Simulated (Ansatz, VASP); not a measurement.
Al2Cu in VASP and in Ansatz

INCAR

```
PREC = Accurate
ENCUT = 520
EDIFF = 1E-6
ISMEAR = 0
SIGMA = 0.1
LREAL = False
LASPH = True
NELM = 80
ALGO = Fast
ISIF = 2
LWAVE = False
LCHARG = False
GGA = PS
NBANDS = 16
```

KPOINTS

```
regular mesh
0
Gamma
  10 10 14
```

POSCAR

```
Al2Cu
1.0
    4.1131871049      0.0000000000      0.0000000000
    0.0000000000      4.1279247083      0.0000000000
    0.0000000000      0.0000000000      2.7286766437
Al Cu
2 1
Direct
    0.5000000000      0.0000000000      0.4901374731
    0.0000000000      0.5000000000      0.5288687826
    0.0000000000      0.0000000000     -0.0190062557
```

Input for Ansatz:

```yaml
crystal:
  lattice:
    - [4.1131871049, 0.0, 0.0]
    - [0.0, 4.1279247083, 0.0]
    - [0.0, 0.0, 2.7286766437]
  atoms:
    - { symbol: Al, position: [0.5, 0.0, 0.4901374731] }
    - { symbol: Al, position: [0.0, 0.5, 0.5288687826] }
    - { symbol: Cu, position: [0.0, 0.0, -0.0190062557] }
basis:
  ecutwfc: 420
kpoints:
  mp_grid: { grid: [10, 10, 14] }
hamiltonian:
  xc: pbesol
scf:
  occupations: { method: gaussian, width: 0.1 }
output:
  forces: true
  stress: true
  eigenvalues: true
```

Alike in both runs: task single point; functional PBEsol; k mesh 10 × 10 × 14; occupations gaussian, width 0.1 eV; no spin polarisation.

```csv
,VASP,Ansatz
version,VASP 6.6.1,Ansatz 0.2.0
potentials or method,"VASP PAW PBE potentials, release 64 (Al, Cu), cutoff 520 eV","scalar-relativistic, plane waves, PAW"
valence electrons in the cell,17,25
```

```tsv
	VASP	Ansatz	Ansatz less VASP
gap on the k mesh at the Fermi level (eV)	none	none	-
pressure (GPa)	3.6	3.3	-0.22
traceless stress, the component that is largest in VASP (GPa)	2.66	2.72	+0.061
rms of the force components (eV/Å)	0.220	0.219	-0.0009
```

VASP's potentials were made for PBE, not for PBEsol. Atom by atom the forces differ by 0.001 eV/Å (rms over components). A gap of «none» marks a metal or a gap that the smearing closes. VASP's potentials hold 17 valence electrons a cell and Ansatz's 25, so a difference there can come from the potentials and not from the codes.
